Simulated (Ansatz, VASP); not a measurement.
## One calculation of SrO, two programs

File INCAR:

```
SYSTEM = SrO
  PREC = Accurate
  ENCUT = 520
  EDIFF = 1E-7
  ISMEAR = 0
  SIGMA = 0.1
  LREAL = .False.
  LASPH = .True.
  NELM = 100
  ALGO = Normal
  ISIF = 2
  LWAVE = .False.
  LCHARG = .False.
  GGA = PE
  NBANDS = 24
```

Contents of KPOINTS:

```
regular mesh
0
Gamma
  6 6 2
  0 0 0
```

The input POSCAR:

```
SrO
1.0
    3.2368138900      0.0000000000      0.0000000000
   -1.6184069400      2.8031630500      0.0000000000
    0.0000000000      0.0000000000      7.8378640900
Sr O
2 2
Direct
    0.0000000000      0.0000000000      0.7992355400
    0.0000000000      0.0000000000      0.2007644600
    0.3333333300      0.6666666700      0.0000000000
    0.6666666700      0.3333333300      0.0000000000
```

Input for Ansatz:

```yaml
crystal:
  lattice:
    - [3.23681389, 0.0, 0.0]
    - [-1.61840694, 2.80316305, 0.0]
    - [0.0, 0.0, 7.83786409]
  atoms:
    - { symbol: Sr, position: [0.0, 0.0, 0.79923554] }
    - { symbol: Sr, position: [0.0, 0.0, 0.20076446] }
    - { symbol: O, position: [0.33333333, 0.66666667, 0.0] }
    - { symbol: O, position: [0.66666667, 0.33333333, 0.0] }
basis:
  ecutwfc: 420
kpoints:
  mp_grid: { grid: [6, 6, 2] }
hamiltonian:
  xc: pbe
scf:
  occupations: { method: gaussian, width: 0.1 }
  lower_state_search: "off"
output:
  forces: true
  stress: true
  eigenvalues: true
```

Alike in both runs: task single point; functional PBE; k mesh 6 × 6 × 2; occupations gaussian, width 0.1 eV; no spin polarisation.

|  | VASP | Ansatz |
| --- | --- | --- |
| version | VASP 6.6.1 | Ansatz 0.2.0 |
| potentials or method | VASP PAW PBE potentials, release 64 (Sr_sv, O), cutoff 520 eV | scalar-relativistic, plane waves, PAW |
| valence electrons in the cell | 32 | 32 |

|  | VASP | Ansatz | Ansatz less VASP |
| --- | --- | --- | --- |
| gap on the k mesh at the Fermi level (eV) | none | none | - |
| rms of the force components (eV/Å) | 0.238 | 0.166 | -0.0723 |

Atom by atom the forces differ by 0.072 eV/Å (rms over components). A gap of «none» marks a metal or a gap that the smearing closes. The functional is the same, so the differences come from potentials, cutoffs and numerics.

The k mesh is coarse, so the values compare programs but aren't converged.
